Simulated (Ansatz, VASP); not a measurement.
Two plane-wave programs on SnSe

Contents of INCAR:

```
SYSTEM = SnSe
PREC = Accurate ; ENCUT = 520
EDIFF = 1E-6 ; ISMEAR = 0
SIGMA = 0.01 ; LREAL = .False.
LASPH = .True. ; NELM = 80
ALGO = Normal ; ISIF = 2
LWAVE = .False. ; LCHARG = .True.
LELF = .True. ; LVHAR = .True.
NBANDS = 28
```

The input KPOINTS:

```
regular mesh
0
Gamma
  6 6 2
  0 0 0
```

The input POSCAR:

```
SnSe
1.0
    4.2853300000      0.0000000000      0.0000000000
    0.0000000000      4.2853300000      0.0000000000
    0.0000000000      0.0000000000     10.9906900000
Sn Se
2 2
Direct
    0.5000000000      0.0000000000      0.3722300000
    0.0000000000      0.5000000000      0.6277700000
    0.5000000000      0.0000000000      0.6137653475
    0.0000000000      0.5000000000      0.3839600000
```

Input for Ansatz:

```yaml
crystal:
  lattice:
    - [4.28533, 0.0, 0.0]
    - [0.0, 4.28533, 0.0]
    - [0.0, 0.0, 10.99069]
  atoms:
    - { symbol: Sn, position: [0.5, 0.0, 0.37223] }
    - { symbol: Sn, position: [0.0, 0.5, 0.62777] }
    - { symbol: Se, position: [0.5, 0.0, 0.6137653475441488] }
    - { symbol: Se, position: [0.0, 0.5, 0.38396] }
kpoints:
  mp_grid:
    grid: [6, 6, 2]
hamiltonian:
  xc: lda
scf:
  occupations:
    method: fixed
output:
  forces: true
```

Alike in both runs: task single point; functional LDA; k mesh 6 × 6 × 2; no spin polarisation.

|  | VASP | Ansatz |
| --- | --- | --- |
| version | VASP 6.6.1 | Ansatz 0.2.0 |
| potentials or method | VASP PAW LDA potentials, release 64 (Sn_d, Se) | plane waves, PAW |
| plane-wave cutoff (eV) | 520 | 420 |
| occupations | gaussian, width 0.01 eV | fixed |
| valence electrons in the cell | 40 | 60 |

|  | VASP | Ansatz | Ansatz less VASP |
| --- | --- | --- | --- |
| rms of the force components (eV/Å) | 0.084 | 0.091 | +0.0066 |

LDA's correlation is that of Perdew and Zunger in VASP and of Perdew and Wang (1992) in Ansatz. Atom by atom the forces differ by 0.013 eV/Å (rms over components). VASP's potentials hold 40 valence electrons a cell and Ansatz's 60, so a difference there can come from the potentials and not from the codes.
